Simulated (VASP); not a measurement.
**H24CO11: single point with PBE+D3(BJ)**

System: H24CO11.

```
O H C
1.0
     6.91252    0.00000    0.00000
     0.00000    6.91252    0.00000
     0.00000    0.00000    6.91252
O H C
11 24 1
Direct
  0.43549 0.51961 0.29713
  0.89322 0.34247 0.76464
  0.64497 0.68605 0.59433
  0.97452 0.27495 0.20477
  0.22448 0.76347 0.65170
  0.66640 0.00698 0.09869
  0.20388 0.13422 0.51952
  0.18819 0.91505 0.08855
  0.86312 0.70579 0.93548
  0.71917 0.09363 0.51188
  0.25483 0.34859 0.94819
  0.33444 0.41892 0.26037
  0.55871 0.47619 0.32093
  0.94158 0.46621 0.75634
  0.00992 0.23957 0.81092
  0.60697 0.73468 0.45583
  0.50219 0.65452 0.64027
  0.08492 0.25063 0.13118
  0.86895 0.30613 0.09805
  0.20762 0.68865 0.52524
  0.14660 0.87731 0.64065
  0.62899 0.00881 0.23223
  0.68129 0.88688 0.04525
  0.24354 0.10634 0.39857
  0.12454 0.25289 0.48493
  0.09108 0.89582 0.18182
  0.23003 0.75593 0.09655
  0.84314 0.76710 0.82612
  0.99765 0.78351 0.98413
  0.87350 0.08547 0.57736
  0.71195 0.20855 0.58728
  0.43126 0.08920 0.95693
  0.27174 0.48563 0.91953
  0.48962 0.25247 0.79780
  0.52292 0.32127 0.05245
  0.43621 0.23672 0.93295
```

```
Program             : VASP 6.6.1
Task                : single point
Functional          : PBE
Dispersion          : D3(BJ)
Potentials or basis : VASP PAW PBE potentials, release 64 (O, H, C)
Cutoff              : 520 eV
k mesh              : 1 × 1 × 1
Occupations         : fermi-dirac, width 0.05 eV
Spin                : no spin polarisation
```

```
Pressure                   : 1.3 GPa
Largest force              : 8.436 eV/Å
Band gap on the k mesh     : 3.11 eV
Dispersion energy per atom : -0.038 eV
```

Forces on the atoms (eV/Å):
```
O   -5.025  0.982 -0.990
O    0.996 -6.374  1.028
O   -3.357 -0.118 -1.746
O   -3.900  1.117 -0.098
O    0.264 -2.588 -1.329
O    0.091  3.251  0.719
O   -2.452  2.892  3.434
O    1.921 -5.117 -0.737
O    4.489 -1.343  7.015
O    4.624 -1.193  1.508
O   -0.697 -1.219 -0.234
H    1.921  0.948  0.327
H    2.676 -1.785  0.604
H    1.421  2.890  0.227
H   -2.522  3.528 -1.062
H    0.893 -0.536  2.648
H    2.802  0.797 -0.637
H    1.866 -0.057 -1.742
H    2.111 -0.693  2.036
H    0.185  1.110  1.701
H   -0.177  0.974 -0.324
H    0.221 -0.303  0.710
H    0.554 -3.590 -0.861
H    1.804 -1.706 -4.211
H    0.333 -1.180  0.753
H   -1.916  0.823  1.816
H   -0.030  4.111 -0.408
H   -1.581  3.019 -6.279
H   -3.167 -1.620 -1.254
H   -3.905 -0.482 -2.473
H   -0.993  1.695  0.619
H   -1.193 -1.665  0.883
H    0.366 -0.318 -0.302
H    1.557  0.753 -3.083
H   -0.159 -1.666 -1.816
C   -0.023  4.664  3.560
```

Stress tensor (GPa, compression positive):
```
-1.55 -0.54 -5.18
-0.54  1.42 -0.31
-5.18 -0.31  4.17
```

Levels at points of the mesh, in eV from the valence-band top:
```
           k point  band 44  band 45  band 46  band 47  band 48  band 49  band 50  band 51
(0.00, 0.00, 0.00)    -0.65    -0.55    -0.07     0.00     3.11     5.10     6.03     6.28
```

Wall time 82 s on 1 thread of Intel Xeon 8259CL, with other jobs on the host, peak memory 0.35 GiB.

Caveat: the k points lie up to 0.91 Å⁻¹ apart.
